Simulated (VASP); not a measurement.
# MgS (F-43m) in VASP: further runs

MgS is run at these levels: LDA, r2SCAN; tasks: single point.

Everything below comes from runs of VASP 6.6.1. Logs are shortened: lines on timing, memory, paths and dates and some standing lists are left out, and cuts for length are marked.

## (1) The cell of the first run

It takes space group F-43m (No. 216, cubic). The conventional cell has a = 5.662 Å, b = 5.662 Å, c = 5.662 Å, α = 90.00°, β = 90.00°, γ = 90.00°. Within 3.2 Å of Mg (site symmetry -43m) lie 4 S at 2.45 Å. Within 3.2 Å of S (site symmetry -43m) lie 4 Mg at 2.45 Å.

## (2) Single point, LDA

Contents of INCAR:

```
SYSTEM = MgS
PREC     = Accurate       ! precision mode
ENCUT    = 600            ! plane-wave cutoff, eV
EDIFF    = 1E-6           ! SCF threshold, eV
ISMEAR   = 0              ! smearing method
SIGMA    = 0.01           ! smearing width, eV
LREAL    = .False.        ! projectors in reciprocal space
LASPH    = .True.         ! aspherical terms in the spheres
NELM     = 120            ! most SCF steps
ALGO     = Normal         ! electronic algorithm
ISIF     = 2              ! what is computed and relaxed
LWAVE    = .False.        ! write WAVECAR
LCHARG   = .False.        ! write CHGCAR
GGA      = CA             ! functional
NBANDS   = 11             ! bands
GGA_COMPAT= .False.
```

Contents of KPOINTS:

```
regular mesh
0
Gamma
  6 6 6
  0 0 0
```

Contents of POSCAR:

```
MgS
1.0
    0.0000000000      2.8308768389      2.8308768389
    2.8308768389      0.0000000000      2.8308768389
    2.8308768389      2.8308768389      0.0000000000
Mg S
1 1
Direct
    0.0000000000      0.0000000000      0.0000000000
    0.2500000000      0.2500000000      0.2500000000
```

Potentials or basis: VASP PAW LDA potentials, release 64 (Mg, S).

Launch:

```sh
> cat potpaw_LDA.64/Mg/POTCAR potpaw_LDA.64/S/POTCAR > POTCAR
> mpirun -np 1 vasp_std > vasp.out
```

OUTCAR:

```text
SYSTEM = MgS
   PREC = Accurate
   ENCUT = 600
   EDIFF = 1E-6
   ISMEAR = 0
   LREAL = .False.
   LASPH = .True.
   NELM = 120
   ISIF = 2
   GGA = CA

 ion  position               nearest neighbor table
   1  0.000  0.000  0.000-   2 2.45   2 2.45   2 2.45   2 2.45
   2  0.250  0.250  0.250-   1 2.45   1 2.45   1 2.45   1 2.45

  LATTYP: Found a face centered cubic cell.
 ALAT       =     5.6617536778

  Lattice vectors:

 A1 = (   0.0000000000,   2.8308768389,   2.8308768389)
 A2 = (   2.8308768389,   0.0000000000,   2.8308768389)
 A3 = (   2.8308768389,   2.8308768389,   0.0000000000)

Analysis of symmetry for initial positions (statically):
=====================================================================
 Subroutine PRICEL returns:
 Original cell was already a primitive cell.

 Routine SETGRP: Setting up the symmetry group for a
 face centered cubic supercell.

 Subroutine GETGRP returns: Found 24 space group operations
 (whereof 24 operations were pure point group operations)
 out of a pool of 48 trial point group operations.

The static configuration has the point symmetry T_d .

Analysis of symmetry for dynamics (positions and initial velocities):
=====================================================================
 Subroutine PRICEL returns:
 Original cell was already a primitive cell.

 Routine SETGRP: Setting up the symmetry group for a
 face centered cubic supercell.

 Subroutine GETGRP returns: Found 24 space group operations
 (whereof 24 operations were pure point group operations)
 out of a pool of 48 trial point group operations.

The dynamic configuration has the point symmetry T_d .

 Subroutine INISYM returns: Found 24 space group operations
 (whereof 24 operations are pure point group operations),
 and found     1 'primitive' translations

----------------------------------------------------------------------------------------

                                     Primitive cell

  volume of cell :      45.3725

  direct lattice vectors                    reciprocal lattice vectors
     0.000000000  2.830876839  2.830876839    -0.176623721  0.176623721  0.176623721
     2.830876839  0.000000000  2.830876839     0.176623721 -0.176623721  0.176623721
     2.830876839  2.830876839  0.000000000     0.176623721  0.176623721 -0.176623721

  length of vectors
     4.003464419  4.003464419  4.003464419     0.305921258  0.305921258  0.305921258

  position of ions in fractional coordinates (direct lattice)
     0.000000000  0.000000000  0.000000000
     0.250000000  0.250000000  0.250000000

  ion indices of the primitive-cell ions
   primitive index   ion index
                 1           1
                 2           2

----------------------------------------------------------------------------------------

 KPOINTS: regular mesh

Automatic generation of k-mesh.
 Grid dimensions read from file:
 generate k-points for:    6    6    6

 Generating k-lattice:

  Cartesian coordinates                     Fractional coordinates (reciprocal lattice)
    -0.029437287  0.029437287  0.029437287     0.166666667  0.000000000  0.000000000
     0.029437287 -0.029437287  0.029437287     0.000000000  0.166666667  0.000000000
     0.029437287  0.029437287 -0.029437287     0.000000000  0.000000000  0.166666667

  Length of vectors
     0.050986876  0.050986876  0.050986876

  Shift w.r.t. Gamma in fractional coordinates (k-lattice)
     0.000000000  0.000000000  0.000000000

 Subroutine IBZKPT returns following result:
 ===========================================

 Found     16 irreducible k-points:

 Following reciprocal coordinates:
            Coordinates               Weight
  0.000000  0.000000  0.000000      1.000000
  0.166667  0.000000  0.000000      8.000000
  0.333333  0.000000  0.000000      8.000000
  0.500000  0.000000  0.000000      4.000000
  0.166667  0.166667  0.000000      6.000000
  0.333333  0.166667  0.000000     24.000000
[... 8 lines left out ...]
 -0.333333  0.333333  0.166667     24.000000
 -0.333333  0.500000  0.166667     12.000000
   k-points           NKPTS =     16   k-points in BZ     NKDIM =     16   number of bands    NBANDS=     11
   number of dos      NEDOS =    301   number of ions     NIONS =      2
   total plane-waves  NPLWV =  32768
   dimension x,y,z NGX =    32 NGY =   32 NGZ =   32
   dimension x,y,z NGXF=    64 NGYF=   64 NGZF=   64
   ions per type =               1   1
   NGX,Y,Z   is equivalent  to a cutoff of  13.29, 13.29, 13.29 a.u.
   NGXF,Y,Z  is equivalent  to a cutoff of  26.58, 26.58, 26.58 a.u.
 SYSTEM =  MgS
   PREC   = accura    normal or accurate (medium, high low for compatibility)
   ISTART =      0    job   : 0-new  1-cont  2-samecut
   ICHARG =      2    charge: 1-file 2-atom 10-const
   ISPIN  =      1    spin polarized calculation?
   LNONCOLLINEAR =      F non collinear calculations
   LSORBIT =      F    spin-orbit coupling
   LASPH  =      T    aspherical Exc in radial PAW
   ENCUT  =  600.0 eV  44.10 Ry    6.64 a.u.   8.00  8.00  8.00*2*pi/ulx,y,z
   NELM   =    120;   NELMIN=  2; NELMDL= -5     # of ELM steps
   EDIFF  = 0.1E-05   stopping-criterion for ELM
   LREAL  =      F    real-space projection
   EDIFFG = 0.1E-04   stopping-criterion for IOM
   NSW    =      0    number of steps for IOM
   IBRION =     -1    ionic relax: 0-MD 1-quasi-New 2-CG
   NFREE  =      0    steps in history (QN), initial steepest desc. (CG)
   ISIF   =      2    stress and relaxation
   ISYM   =      2    0-nonsym 1-usesym 2-fastsym
   POTIM  = 0.5000    time-step for ionic-motion
   TEBEG  =    0.0;   TEEND  =   0.0 temperature during run
   PSTRESS=    0.0 pullay stress
   NELECT =       8.0000    total number of electrons
   NUPDOWN=      -1.0000    fix difference up-down
   EMIN   =  10.00;   EMAX   =-10.00  energy-range for DOS
   EFERMI =   0.00;   METHOD = LEGACY
   ISMEAR =     0;   SIGMA  =   0.01  broadening in eV -4-tet -1-fermi 0-gaus
   EFERMI_NEDOS =   21; number of points for ismear=-14 and -15
   IALGO  =     38    algorithm
   IMIX   =      4    mixing-type and parameters
     AMIX     =   0.40;   BMIX     =  1.00
     AMIX_MAG =   1.60;   BMIX_MAG =  1.00
  volume/ion in A,a.u.               =      22.69       153.09
  Fermi-wavevector in a.u.,A,eV,Ry     =   0.917995  1.734760 11.465842  0.842716
  Thomas-Fermi vector in A             =   2.043027
   LORBIT       =      0    0 simple, 1 ext, 2 COOP (PROOUT), +10 PAW based schemes
   GGA     = CA    functional components
   LHFCALC =     F    Hartree Fock is set to
   AEXX    =    0.0000 exact exchange contribution
   IVDW    =     0    specifies the selected vdW correction
   LEPSILON=     F    determine dielectric tensor
   LRPA    =     F    only Hartree local field effects (RPA)
 non-spin polarized calculation
 Gauss-broadening in eV      SIGMA  =   0.01
  energy-cutoff  :      600.00
  volume of cell :       45.37
 maximum number of plane-waves:      1527
   NGX = 15   NGY = 15   NGZ = 15

 number of electron       8.0000000 magnetization

 Free energy of the ion-electron system (eV)
  ---------------------------------------------------
  ext. energy  EPLUGINS =         0.00000000
  ---------------------------------------------------
  free energy    TOTEN  =        -9.37945535 eV

  energy without entropy =       -9.37945535  energy(sigma->0) =       -9.37945535

 E-fermi :   0.9880     XC(G=0):  -8.7615

 val. band max:        0.8949266515   @ k =   0.0000   0.0000   0.0000
 cond. band min:       4.0895045950   @ k =   0.0000   0.0000   0.0000
 fundamental gap:      3.1945779435
 Fermi energy:         0.9880491617

 k-point     1 :       0.0000    0.0000    0.0000
  band No.  band energies     occupation
      1     -10.3431      2.00000
      2       0.8949      2.00000
      3       0.8949      2.00000
      4       0.8949      2.00000
      5       4.0895      0.00000
      6       8.6612      0.00000
      7       8.6612      0.00000
      8       8.6612      0.00000
      9      11.6360      0.00000
     10      11.6360      0.00000
     11      14.2486      0.00000

 k-point     2 :       0.1667    0.0000    0.0000
  band No.  band energies     occupation
      1     -10.1880      2.00000
      2      -0.2175      2.00000
      3       0.8029      2.00000
      4       0.8029      2.00000
      5       5.1164      0.00000
      6       8.3963      0.00000
      7       8.9145      0.00000
      8       8.9145      0.00000
      9      11.0106      0.00000
     10      11.0106      0.00000
     11      13.3808      0.00000

 k-point     3 :       0.3333    0.0000    0.0000
  band No.  band energies     occupation
      1      -9.8401      2.00000
      2      -1.6985      2.00000
      3       0.6365      2.00000
      4       0.6365      2.00000
      5       5.7932      0.00000
      6       8.6430      0.00000
      7       8.6430      0.00000
      8       8.8513      0.00000
      9      11.9556      0.00000
     10      11.9556      0.00000
     11      12.7265      0.00000

 k-point     4 :       0.5000    0.0000    0.0000
  band No.  band energies     occupation
      1      -9.6414      2.00000
      2      -2.3179      2.00000
      3       0.5606      2.00000
      4       0.5606      2.00000
      5       5.7639      0.00000
      6       8.3548      0.00000
      7       8.3548      0.00000
      8       9.2658      0.00000
      9      13.4563      0.00000
     10      14.0169      0.00000
     11      14.0169      0.00000
[... 127 lines left out ...]
 k-point    14 :       0.5000    0.3333    0.1667
  band No.  band energies     occupation
      1      -9.6025      2.00000
      2      -1.6158      2.00000
      3      -0.4561      2.00000
      4       0.1808      2.00000
      5       6.3822      0.00000
      6       7.7638      0.00000
      7       8.1954      0.00000
      8      10.5211      0.00000
      9      11.3928      0.00000
     10      14.2210      0.00000
     11      15.1155      0.00000

 k-point    15 :      -0.3333    0.3333    0.1667
  band No.  band energies     occupation
      1      -9.4678      2.00000
      2      -1.7197      2.00000
      3      -0.8183      2.00000
      4      -0.0275      2.00000
      5       6.4687      0.00000
      6       7.7142      0.00000
      7       9.1254      0.00000
      8      10.0102      0.00000
      9      11.8970      0.00000
     10      13.7241      0.00000
     11      15.0567      0.00000

 k-point    16 :      -0.3333    0.5000    0.1667
  band No.  band energies     occupation
      1      -9.4080      2.00000
      2      -1.6787      2.00000
      3      -0.7060      2.00000
      4      -0.4050      2.00000
      5       5.6740      0.00000
      6       7.5410      0.00000
      7      10.0705      0.00000
      8      10.0971      0.00000
      9      13.1348      0.00000
     10      14.5341      0.00000
     11      14.6928      0.00000

------------------------ aborting loop because EDIFF is reached ----------------------------------------

  FORCE on cell =-STRESS in cart. coord.  units (eV):
  Direction    XX          YY          ZZ          XY          YZ          ZX
  --------------------------------------------------------------------------------------
  -------------------------------------------------------------------------------------
  Total       -0.6743526     -0.6743526     -0.6743526      0.0000000     -0.0000000      0.0000000
  in kB      -23.8124844    -23.8124844    -23.8124844      0.0000000     -0.0000000      0.0000000
  external PRESSURE =     -23.8124844 kB  Pullay stress =       0.0000000 kB

 VOLUME and BASIS-vectors are now :
 -----------------------------------------------------------------------------
  energy-cutoff  :      600.00
  volume of cell :       45.37
      direct lattice vectors                 reciprocal lattice vectors
     0.000000000  2.830876839  2.830876839    -0.176623721  0.176623721  0.176623721
     2.830876839  0.000000000  2.830876839     0.176623721 -0.176623721  0.176623721
     2.830876839  2.830876839  0.000000000     0.176623721  0.176623721 -0.176623721

 POSITION                                       TOTAL-FORCE (eV/Angst)
 -----------------------------------------------------------------------------------
      0.00000      0.00000      0.00000        -0.000000     -0.000000     -0.000000
      1.41544      1.41544      1.41544         0.000000      0.000000      0.000000
 -----------------------------------------------------------------------------------
    total drift:                                0.000000      0.000000      0.000000

  FREE ENERGIE OF THE ION-ELECTRON SYSTEM (eV)
  ---------------------------------------------------
  free  energy   TOTEN  =        -9.3794553498 eV

  energy  without entropy=       -9.3794553498  energy(sigma->0) =       -9.37945535
```

It took 6 s on 1 thread of Intel Xeon Platinum 8259CL at 2.50GHz (Skylake/Cascade Lake), shared host; peak memory 0.15 GiB.

What came out:

```
Free energy            : -9.3795 eV
Pressure               : -2.4 GPa
Band gap on the k mesh : 3.19 eV, direct
```

A k mesh can miss the band edges. LDA gaps usually lie below the measured ones, often by a third to a half.

## (3) Single point, r2SCAN

POSCAR is that of step 2.

Contents of INCAR.step1:

```
SYSTEM = MgS
PREC = Accurate
ENCUT = 660
ISMEAR = 0
SIGMA = 0.01
LREAL = .False.
LASPH = .True.
NELM = 120
NBANDS = 11
GGA = PE
ALGO = Normal
EDIFF = 1E-5
LWAVE = .True.
LCHARG = .False.
GGA_COMPAT = .False.
```

Contents of INCAR.step2:

```
SYSTEM = MgS
PREC = Accurate
ENCUT = 660
EDIFF = 1E-6
ISMEAR = 0
SIGMA = 0.01
LREAL = .False.
LASPH = .True.
NELM = 120
ALGO = Normal
ISIF = 2
LWAVE = .False.
LCHARG = .False.
METAGGA = R2SCAN
LMIXTAU = .True.
NBANDS = 11
ISTART = 1
GGA_COMPAT = .False.
```

Contents of KPOINTS:

```
Automatic mesh
0
Gamma
  6 6 6
  0 0 0
```

Potentials or basis: VASP PAW PBE potentials, release 64 (Mg, S).

Launch:

```sh
> cat potpaw_PBE.64/Mg/POTCAR potpaw_PBE.64/S/POTCAR > POTCAR
> cp INCAR.step1 INCAR
> mpirun -np 1 vasp_std > vasp.out
> cp INCAR.step2 INCAR
> mpirun -np 1 vasp_std > vasp.out
```

Run time: 54 s. Hardware: 1 thread of Intel Xeon Platinum 8259CL at 2.50GHz (Skylake/Cascade Lake), shared host; peak memory 0.21 GiB.

It converged, with:

```yaml
Free_energy: -15.4510 eV
Pressure: -0.2 GPa
Band_gap_on_the_k_mesh: 4.13 eV, direct
```

Levels at points of the mesh, in eV from the valence-band top:
```csv
k point,band 2,band 3,band 4,band 5,band 6,band 7
"(0.00, 0.00, 0.00)",0.00,0.00,0.00,4.13,8.59,8.59
"(0.50, 0.00, 0.00)",-3.15,-0.33,-0.33,5.79,8.21,8.21
"(0.50, 0.50, 0.00)",-2.82,-1.05,-1.05,4.32,6.26,12.13
```

Caveat: the PAW data sets were made with another functional, which shifts forces and pressure a little.
